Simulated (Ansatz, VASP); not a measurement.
One calculation of Si8S, two programs

Contents of INCAR:

```
SYSTEM = Si8S
  PREC = Accurate
  ENCUT = 520
  EDIFF = 1E-6
  ISMEAR = 0
  SIGMA = 0.05
  LREAL = .False.
  LASPH = .True.
  NELM = 150
  ALGO = Normal
  ISIF = 2
  LWAVE = .False.
  LCHARG = .False.
  ISPIN = 2
  MAGMOM = 0 0 0 0 0 0 0 0 2
  LORBIT = 11
  LDIPOL = .True.
  IDIPOL = 3
  DIPOL = 0.5 0.5 0.313
  GGA = PE
  IVDW = 12
  NBANDS = 33
```

File KPOINTS:

```
Automatic mesh
0
Gamma
  7 4 1
  0 0 0
```

The input POSCAR:

```
Si8S
1.0
    3.8155170197      0.0000000000      0.0000000000
    0.0000000000      6.3129357895      0.0000000000
    0.0000000000      0.0000000000     21.2318711397
Si S
8 1
Direct
    0.0000000000      0.9369021388      0.1883960191
    0.0000000000      0.5630978612      0.1883960191
    0.5000000000      0.4369021388      0.2402729771
    0.5000000000      0.0630978612      0.2402729771
    0.5000000000      0.9332664454      0.3446595292
    0.5000000000      0.5667335546      0.3446595292
    0.0000000000      0.4266292815      0.3877129380
    0.0000000000      0.0733707185      0.3877129380
    0.5000000000      0.9266292815      0.4913307485
```

Input for Ansatz:

```yaml
crystal:
  lattice:
    - [3.8155170197, 0.0, 0.0]
    - [0.0, 6.3129357895, 0.0]
    - [0.0, 0.0, 21.2318711397]
  atoms:
    - { symbol: Si, position: [0.0, 0.9369021388, 0.1883960191] }
    - { symbol: Si, position: [0.0, 0.5630978612, 0.1883960191] }
    - { symbol: Si, position: [0.5, 0.4369021388, 0.2402729771] }
    - { symbol: Si, position: [0.5, 0.0630978612, 0.2402729771] }
    - { symbol: Si, position: [0.5, 0.9332664454, 0.3446595292] }
    - { symbol: Si, position: [0.5, 0.5667335546, 0.3446595292] }
    - { symbol: Si, position: [0.0, 0.4266292815, 0.387712938] }
    - { symbol: Si, position: [0.0, 0.0733707185, 0.387712938] }
    - { symbol: S, position: [0.5, 0.9266292815, 0.4913307485], spin: 2.0 }
basis:
  ecutwfc: 420
kpoints:
  mp_grid: { grid: [7, 4, 1] }
hamiltonian:
  xc: pbe
  pseudopotentials: { kind: paw, azcp: { folder: soft_1 } }
  dispersion: d3bj
scf:
  occupations: { method: gaussian, width: 0.05 }
output:
  forces: true
  eigenvalues: true
  populations: true
  write_density: true
  write_potential: true
  elf: true
  volumetric_format: npy
magnetization:
  spin_polarized: true
efield:
  axis: 3
  dipole_correction: true
  ramp_width: 0.04
```

Alike in both runs: task single point; functional PBE; dispersion D3(BJ); k mesh 7 × 4 × 1; occupations gaussian, width 0.05 eV; collinear spin.

|  | VASP | Ansatz |
| --- | --- | --- |
| version | VASP 6.6.1 | Ansatz 0.2.0 |
| potentials or method | VASP PAW PBE potentials, release 64 (Si, S), cutoff 520 eV | scalar-relativistic, plane waves, PAW |
| valence electrons in the cell | 38 | 38 |

```tsv
	VASP	Ansatz	Ansatz less VASP
gap on the k mesh at the Fermi level (eV)	none	none	-
rms of the force components (eV/Å)	0.604	0.606	+0.0025
net moment per atom (μB)	0.12	0.12	-0.003
size of the moment on the site where the two differ most (μB)	0.49	0.68	+0.186
```

Site moments also hang on the region over which each program counts them. Atom by atom the forces differ by 0.004 eV/Å (rms over components). A gap of «none» marks a metal or a gap that the smearing closes. Ansatz's warnings: xc potential rough in thin density.
